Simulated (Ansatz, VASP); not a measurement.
## One calculation of Au, two programs

```
Au
1.0
     2.84679    0.00000    0.00000
    -1.42340    2.46539    0.00000
     0.00000    0.00000    4.72796
Au
2
Direct
  0.33333 0.66667 0.25000
  0.66667 0.33333 0.75000
```

Alike in both runs: functional LDA; k mesh 16 × 16 × 9; occupations fermi-dirac, width 0.05 eV; no spin polarisation.

Ansatz relaxed the structure, and its values are those at the end. VASP's run is a single point on that final structure, the one shown.

|  | VASP | Ansatz |
| --- | --- | --- |
| version | VASP 6.6.1 | Ansatz 0.2.0 |
| potentials or method | VASP PAW LDA potentials, release 64 (Au), cutoff 520 eV | all-electron LAPW, scalar-relativistic |

```tsv
	VASP	Ansatz	Ansatz less VASP
pressure (GPa)	0.5	0.0	-0.49
```

LDA's correlation is that of Perdew and Zunger in VASP and of Perdew and Wang (1992) in Ansatz. Ansatz ran all-electron here, and VASP with PAW potentials.

Spin-orbit coupling is off throughout.
